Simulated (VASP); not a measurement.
Set up this calculation in VASP 6.6.1, as the native input.

```
Task                   : single point
Functional             : PBE
Potentials or basis    : VASP PAW PBE potentials, release 64 (Li_sv)
Cutoff                 : 520 eV
k mesh                 : 14 × 14 × 14
Occupations            : fermi-dirac, width 0.05 eV
Spin                   : no spin polarisation
Dipole correction      : no
Further INCAR settings : ALGO = Normal; EDIFF = 1e-07; NBANDS = 8
```

The structure of Li lies in POSCAR:

```
Li
1.0
    2.7295825788      0.0000000000      0.0000000000
    0.0000000000      2.7295825788      0.0000000000
    0.0000000000      0.0000000000      2.7295825788
Li
1
Direct
    0.0000000000      0.0000000000      0.0000000000
```

This isn't the form of Li at room conditions, which is bcc.

The input as run:

INCAR

```
ALGO     = Normal         # electronic algorithm
EDIFF    = 1E-7           # SCF threshold, eV
ENCUT    = 520            # plane-wave cutoff, eV
GGA      = PE             # functional
ISIF     = 2              # what is computed and relaxed
ISMEAR   = -1             # smearing method
LASPH    = True           # aspherical terms in the spheres
LCHARG   = False          # write CHGCAR
LREAL    = False          # projectors in reciprocal space
LWAVE    = False          # write WAVECAR
NBANDS   = 8              # bands
NELM     = 80             # most SCF steps
PREC     = Accurate       # precision mode
SIGMA    = 0.05           # smearing width, eV
```

KPOINTS

```
k-points
0
Gamma
  14 14 14
```

Potentials or basis: VASP PAW PBE potentials, release 64 (Li_sv).

Run with:

```sh
$ cat potpaw_PBE.64/Li_sv/POTCAR > POTCAR
$ mpirun -np 1 vasp_std > vasp.out
```

Results of the run:

```
Band gap on the k mesh : zero (an odd number of electrons rules out a gap without spin polarisation)
```

Run time: 22 s on 1 thread of AMD EPYC 7R13, with other jobs on the host, peak memory 0.09 GiB.
